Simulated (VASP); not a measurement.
# AlRu (Pm-3m) in VASP: a series of runs

The runs below take AlRu through vibrations by perturbation theory, with PBE.

Program: VASP 6.6.1. These are calculated values, not measurements. Logs are shortened: lines on timing, memory, paths and dates and some standing lists are left out, and cuts for length are marked.

### 1 The cell of the first run

The structure is cubic, space group Pm-3m (No. 221). The conventional cell has a = 2.992 Å, b = 2.992 Å, c = 2.992 Å, α = 90.00°, β = 90.00°, γ = 90.00°. Al (site symmetry m-3m) has 8 Ru at 2.59 Å and 6 Al at 2.99 Å within 3.4 Å. Ru (site symmetry m-3m) has 8 Al at 2.59 Å and 6 Ru at 2.99 Å within 3.4 Å.

### 2 Vibrations by perturbation theory, PBE

File INCAR:

```
SYSTEM = AlRu
ALGO = Normal
EDIFF = 1E-8
ENCUT = 520
GGA = PE
IBRION = 8
ISIF = 2
ISMEAR = -1
LASPH = .True.
LCHARG = .False.
LREAL = .False.
LWAVE = .False.
NELM = 100
NSW = 1
PREC = Accurate
SIGMA = 0.15
```

File KPOINTS:

```
k-points
0
Gamma
  14 14 14
  0 0 0
```

File POSCAR:

```
AlRu
1.0
    2.9917482429      0.0000000000      0.0000000000
    0.0000000000      2.9917482429      0.0000000000
    0.0000000000      0.0000000000      2.9917482429
Al Ru
1 1
Direct
    0.0000000000      0.0000000000      0.0000000000
    0.5000000000      0.5000000000      0.5000000000
```

Potentials or basis: VASP PAW PBE potentials, release 64 (Al, Ru_pv).

Command:

```
> cat potpaw_PBE.64/Al/POTCAR potpaw_PBE.64/Ru_pv/POTCAR > POTCAR
> mpirun -np 1 vasp_std > vasp.out
```

OUTCAR:

```text
SYSTEM = AlRu
   EDIFF = 1E-8
   ENCUT = 520
   GGA = PE
   IBRION = 8
   ISIF = 2
   ISMEAR = -1
   LASPH = .True.
   LREAL = .False.
   NELM = 100
   NSW = 1
   PREC = Accurate

 ion  position               nearest neighbor table
   1  0.000  0.000  0.000-   2 2.59   2 2.59   2 2.59   2 2.59   2 2.59   2 2.59   2 2.59   2 2.59

   2  0.500  0.500  0.500-   1 2.59   1 2.59   1 2.59   1 2.59   1 2.59   1 2.59   1 2.59   1 2.59

  LATTYP: Found a simple cubic cell.
 ALAT       =     2.9917482429

  Lattice vectors:

 A1 = (   2.9917482429,   0.0000000000,   0.0000000000)
 A2 = (   0.0000000000,   2.9917482429,   0.0000000000)
 A3 = (   0.0000000000,   0.0000000000,   2.9917482429)

Analysis of symmetry for initial positions (statically):
=====================================================================
 Subroutine PRICEL returns:
 Original cell was already a primitive cell.

 Routine SETGRP: Setting up the symmetry group for a
 simple cubic supercell.

 Subroutine GETGRP returns: Found 48 space group operations
 (whereof 48 operations were pure point group operations)
 out of a pool of 48 trial point group operations.

The static configuration has the point symmetry O_h .

Analysis of symmetry for dynamics (positions and initial velocities):
=====================================================================
 Subroutine PRICEL returns:
 Original cell was already a primitive cell.

 Routine SETGRP: Setting up the symmetry group for a
 simple cubic supercell.

 Subroutine GETGRP returns: Found 48 space group operations
 (whereof 48 operations were pure point group operations)
 out of a pool of 48 trial point group operations.

The dynamic configuration has the point symmetry O_h .

 Subroutine INISYM returns: Found 48 space group operations
 (whereof 48 operations are pure point group operations),
 and found     1 'primitive' translations

----------------------------------------------------------------------------------------

                                     Primitive cell

  volume of cell :      26.7778

  direct lattice vectors                    reciprocal lattice vectors
     2.991748243  0.000000000  0.000000000     0.334252724  0.000000000  0.000000000
     0.000000000  2.991748243  0.000000000     0.000000000  0.334252724  0.000000000
     0.000000000  0.000000000  2.991748243     0.000000000  0.000000000  0.334252724

  length of vectors
     2.991748243  2.991748243  2.991748243     0.334252724  0.334252724  0.334252724

  position of ions in fractional coordinates (direct lattice)
     0.000000000  0.000000000  0.000000000
     0.500000000  0.500000000  0.500000000

  ion indices of the primitive-cell ions
   primitive index   ion index
                 1           1
                 2           2

----------------------------------------------------------------------------------------

 KPOINTS: k-points

Automatic generation of k-mesh.
 Grid dimensions read from file:
 generate k-points for:   14   14   14

 Generating k-lattice:

  Cartesian coordinates                     Fractional coordinates (reciprocal lattice)
     0.023875195  0.000000000  0.000000000     0.071428571  0.000000000  0.000000000
     0.000000000  0.023875195  0.000000000     0.000000000  0.071428571  0.000000000
     0.000000000  0.000000000  0.023875195     0.000000000  0.000000000  0.071428571

  Length of vectors
[... 79 lines left out ...]
   LORBIT       =      0    0 simple, 1 ext, 2 COOP (PROOUT), +10 PAW based schemes
   GGA     = PE    functional components
   LHFCALC =     F    Hartree Fock is set to
   AEXX    =    0.0000 exact exchange contribution
   IVDW    =     0    specifies the selected vdW correction
   LEPSILON=     F    determine dielectric tensor
   LRPA    =     F    only Hartree local field effects (RPA)
 non-spin polarized calculation
  energy-cutoff  :      520.00
  volume of cell :       26.78
 maximum number of plane-waves:       739
 NGX is ok and might be reduce to    24
   NGX = 11   NGY = 11   NGZ = 11

--------------------------------------- Ionic step        1  -------------------------------------------

 number of electron      16.9999995 magnetization

 Free energy of the ion-electron system (eV)
  ---------------------------------------------------
  ext. energy  EPLUGINS =         0.00000000
  ---------------------------------------------------
  free energy    TOTEN  =       -14.31279049 eV

  energy without entropy =      -14.19775037  energy(sigma->0) =      -14.25527043

 E-fermi :  10.7501     XC(G=0): -12.5654

 val. band max:       10.7483289631   @ k =   0.0714   0.0714   0.0000
 cond. band min:      10.7652918326   @ k =   0.4286   0.4286   0.1429
 fundamental gap:      0.0169628695
 Fermi energy:        10.7500656490

 k-point     1 :       0.0000    0.0000    0.0000
  band No.  band energies     occupation
      1     -31.0492      2.00000
      2     -31.0492      2.00000
      3     -31.0492      2.00000
      4       1.0408      2.00000
      5       7.1517      2.00000
      6       7.1517      2.00000
      7      10.8946      0.55238
      8      10.8946      0.55238
      9      10.8946      0.55238
     10      16.7924      0.00000
     11      16.7924      0.00000
     12      16.7924      0.00000
[... 331 lines left out ...]
 k-point    24 :       0.3571    0.2143    0.0000
  band No.  band energies     occupation
      1     -31.2095      2.00000
      2     -31.1138      2.00000
      3     -31.0277      2.00000
      4       3.8901      2.00000
      5       6.7918      2.00000
      6       8.1726      2.00000
      7       9.0982      1.99997
      8       9.5250      1.99943
      9      10.3751      1.84829
     10      13.3606      0.00000
     11      17.0586      0.00000
     12      19.6157      0.00000

 [... further k-points ...]
[... 5 lines left out ...]
  --------------------------------------------------------------------------------------
  -------------------------------------------------------------------------------------
  Total        0.4957631      0.4957631      0.4957631      0.0000000      0.0000000      0.0000000
  in kB       29.6626272     29.6626272     29.6626272      0.0000000      0.0000000      0.0000000
  external PRESSURE =      29.6626272 kB  Pullay stress =       0.0000000 kB

 VOLUME and BASIS-vectors are now :
 -----------------------------------------------------------------------------
  energy-cutoff  :      520.00
  volume of cell :       26.78
      direct lattice vectors                 reciprocal lattice vectors
     2.991748243  0.000000000  0.000000000     0.334252724  0.000000000  0.000000000
     0.000000000  2.991748243  0.000000000     0.000000000  0.334252724  0.000000000
     0.000000000  0.000000000  2.991748243     0.000000000  0.000000000  0.334252724

 POSITION                                       TOTAL-FORCE (eV/Angst)
 -----------------------------------------------------------------------------------
      0.00000      0.00000      0.00000         0.000000      0.000000      0.000000
      1.49587      1.49587      1.49587         0.000000      0.000000      0.000000
 -----------------------------------------------------------------------------------
    total drift:                                0.000000     -0.000000     -0.000000

  FREE ENERGIE OF THE ION-ELECTRON SYSTEM (eV)
  ---------------------------------------------------
  free  energy   TOTEN  =       -14.3127904943 eV

  energy  without entropy=      -14.1977503729  energy(sigma->0) =      -14.25527043

[... ionic steps 2 to 3 ...]

--------------------------------------- Ionic step        4  -------------------------------------------

------------------------ aborting loop because EDIFF is reached ----------------------------------------

[... ionic steps 5 to 6 ...]

--------------------------------------- Ionic step        7  -------------------------------------------

 Free energy of the ion-electron system (eV)
  ---------------------------------------------------
  ---------------------------------------------------
  free energy    TOTEN  =        -0.65055480 eV

  energy without entropy =       -0.65055480

------------------------ aborting loop because EDIFF is reached ----------------------------------------

 INTERNAL STRAIN TENSOR  FOR ION    2  DIRECTION 1   (eV/Angst):
 -----------------------------------------------------------------------------
     0.05287  0.00000 -0.00000
    -0.00000 -0.00519 -0.00000
     0.00000 -0.00000 -0.00519

 INTERNAL STRAIN TENSOR FOR ION    2 for displacements in x,y,z  (eV/Angst):
          X           Y           Z          XY          YZ          ZX
  --------------------------------------------------------------------------------
  x     0.00000     0.00000     0.00000     0.00000     0.00000     0.00000
  y     0.00000     0.00000     0.00000     0.00000     0.00000     0.00000
  z     0.00000     0.00000     0.00000     0.00000     0.00000     0.00000

 SECOND DERIVATIVES (NOT SYMMETRIZED)
 ------------------------------------
               1X          1Y          1Z          2X          2Y          2Z
  1X    -7.814780   -0.000000    0.000000    7.814780    0.000000   -0.000000
  1Y    -0.000000   -7.814780    0.000000    0.000000    7.814780   -0.000000
  1Z    -0.000000   -0.000000   -7.814780    0.000000    0.000000    7.814780
  2X     7.810306    0.000000    0.000000   -7.810306   -0.000000    0.000000
  2Y     0.000000    7.810306    0.000000   -0.000000   -7.810306   -0.000000
  2Z     0.000000    0.000000    7.810306   -0.000000   -0.000000   -7.810306

 Eigenvectors and eigenvalues of the dynamical matrix
 ----------------------------------------------------

   1 f  =    9.469657 THz    59.499611 2PiTHz  315.873763 cm-1    39.163338 meV
             X         Y         Z           dx          dy          dz
      0.000000  0.000000  0.000000     0.888476   -0.000000   -0.000000
      1.495874  1.495874  1.495874    -0.458923    0.000000    0.000000
[... 21 lines left out ...]
   6 f/i=    0.001106 THz     0.006947 2PiTHz    0.036880 cm-1     0.004573 meV
             X         Y         Z           dx          dy          dz
      0.000000  0.000000  0.000000    -0.000000   -0.000000   -0.458923
      1.495874  1.495874  1.495874     0.000000    0.000000   -0.888476

--------------------------------------------------------------------------------------------------------

 ELASTIC MODULI CONTR FROM IONIC RELAXATION (kBar)
 Direction    XX          YY          ZZ          XY          YZ          ZX
 --------------------------------------------------------------------------------
 XX           0.0000      0.0000      0.0000      0.0000      0.0000      0.0000
 YY           0.0000      0.0000      0.0000      0.0000      0.0000      0.0000
 ZZ           0.0000      0.0000      0.0000      0.0000      0.0000      0.0000
 XY           0.0000      0.0000      0.0000      0.0000      0.0000      0.0000
 YZ           0.0000      0.0000      0.0000      0.0000      0.0000      0.0000
 ZX           0.0000      0.0000      0.0000      0.0000      0.0000      0.0000
 --------------------------------------------------------------------------------
```

Wall time 73 s (1 thread of Intel Xeon 6975P-C (Granite Rapids), shared host); peak memory 0.35 GiB.

What came out:

| Quantity | Value |
| --- | --- |
| Highest phonon frequency at Γ, LO-TO splitting left out | 316 cm⁻¹ |

Phonon frequencies in cm⁻¹ (negative: imaginary):
| q point | frequencies |
| --- | --- |
| (0.000, 0.000, 0.000) | 0 0 0 316 316 316 |

Caveat: the cell wasn't relaxed at this level first, which shifts response properties.

### 3 Vibrations by perturbation theory, PBE

This run uses another cell than the first one, of 13.58 Å³/atom, 1.015 times its volume.

File INCAR:

```
SYSTEM = AlRu
  PREC = Accurate
  ENCUT = 520
  EDIFF = 1E-8
  ISMEAR = -1
  SIGMA = 0.15
  LREAL = .FALSE.
  LASPH = .TRUE.
  NELM = 100
  ALGO = Normal
  ISIF = 2
  LWAVE = .FALSE.
  LCHARG = .TRUE.
  GGA = PE
  IBRION = 8
  NSW = 1
```

File KPOINTS:

```
Automatic mesh
0
G
  14 14 14
  0 0 0
```

File POSCAR:

```
AlRu
1.0
    3.0061613449      0.0000000000      0.0000000000
    0.0000000000      3.0061613449      0.0000000000
    0.0000000000      0.0000000000      3.0061613449
Al Ru
1 1
Direct
    0.0000000000      0.0000000000      0.0000000000
    0.5000000000      0.5000000000      0.5000000000
```

Potentials or basis: VASP PAW PBE potentials, release 64 (Al, Ru_pv).

Command:

```
> cat potpaw_PBE.64/Al/POTCAR potpaw_PBE.64/Ru_pv/POTCAR > POTCAR
> mpirun -np 1 vasp_std > vasp.out
```

OUTCAR:

```text
SYSTEM = AlRu
   PREC = Accurate
   ENCUT = 520
   EDIFF = 1E-8
   ISMEAR = -1
   LREAL = .FALSE.
   LASPH = .TRUE.
   NELM = 100
   ISIF = 2
   GGA = PE
   IBRION = 8
   NSW = 1

 ion  position               nearest neighbor table
   1  0.000  0.000  0.000-   2 2.60   2 2.60   2 2.60   2 2.60   2 2.60   2 2.60   2 2.60   2 2.60

   2  0.500  0.500  0.500-   1 2.60   1 2.60   1 2.60   1 2.60   1 2.60   1 2.60   1 2.60   1 2.60

  LATTYP: Found a simple cubic cell.
 ALAT       =     3.0061613449

  Lattice vectors:

[... 615 lines left out ...]
               1X          1Y          1Z          2X          2Y          2Z
  1X    -7.373984    0.000000    0.000000    7.373984   -0.000000   -0.000000
  1Y     0.000000   -7.373984    0.000000   -0.000000    7.373984   -0.000000
  1Z     0.000000    0.000000   -7.373984   -0.000000   -0.000000    7.373984
  2X     7.369473    0.000000    0.000000   -7.369473   -0.000000   -0.000000
  2Y     0.000000    7.369473   -0.000000   -0.000000   -7.369473    0.000000
  2Z    -0.000000   -0.000000    7.369473    0.000000    0.000000   -7.369473

 Eigenvectors and eigenvalues of the dynamical matrix
 ----------------------------------------------------

   1 f  =    9.198673 THz    57.796966 2PiTHz  306.834699 cm-1    38.042637 meV
             X         Y         Z           dx          dy          dz
      0.000000  0.000000  0.000000    -0.888480   -0.000000   -0.000000
      1.503081  1.503081  1.503081     0.458915    0.000000    0.000000
[... 21 lines left out ...]
   6 f/i=    0.001148 THz     0.007211 2PiTHz    0.038284 cm-1     0.004747 meV
             X         Y         Z           dx          dy          dz
      0.000000  0.000000  0.000000    -0.000000   -0.458915   -0.000000
      1.503081  1.503081  1.503081    -0.000000   -0.888480    0.000000

--------------------------------------------------------------------------------------------------------

 ELASTIC MODULI CONTR FROM IONIC RELAXATION (kBar)
 Direction    XX          YY          ZZ          XY          YZ          ZX
 --------------------------------------------------------------------------------
 XX           0.0000      0.0000      0.0000      0.0000      0.0000      0.0000
 YY           0.0000      0.0000      0.0000      0.0000      0.0000      0.0000
 ZZ           0.0000      0.0000      0.0000      0.0000      0.0000      0.0000
 XY           0.0000      0.0000      0.0000      0.0000      0.0000      0.0000
 YZ           0.0000      0.0000      0.0000      0.0000      0.0000      0.0000
 ZX           0.0000      0.0000      0.0000      0.0000      0.0000      0.0000
 --------------------------------------------------------------------------------
```

stdout:

```text
POSCAR found type information on POSCAR AlRu
 POSCAR found :  2 types and       2 ions
 scaLAPACK will be used
 LDA part: xc-table for (Slater+PW92), standard interpolation
 POSCAR, INCAR and KPOINTS ok, starting setup
 FFT: planning ... GRIDC
 FFT: planning ... GRID_SOFT
 FFT: planning ... GRID
 WAVECAR not read
 entering main loop
 Linear response reoptimize wavefunctions to high precision
 Linear response DOF=           2
 Linear response progress:
 first order change of Fermi-energy  -0.22962E-03
 force on displaced ion       1 direction 1 :  -7.374  -0.000   0.000
 Linear response progress:
 first order change of Fermi-energy   0.21099E-02
 force on displaced ion       2 direction 1 :  -7.369  -0.000  -0.000
 Linear response finished
```

Run time: 70 s. Hardware: 1 thread of Intel Xeon 6975P-C (Granite Rapids), shared host; peak memory 0.35 GiB.

What came out:

```yaml
Highest_phonon_frequency_at_Γ_LO-TO_splitting_left_out: 307 cm⁻¹
```

Phonon frequencies in cm⁻¹ (negative: imaginary):
| q point | frequencies |
| --- | --- |
| (0.000, 0.000, 0.000) | 0 0 0 307 307 307 |

[end of part 1 of 2]
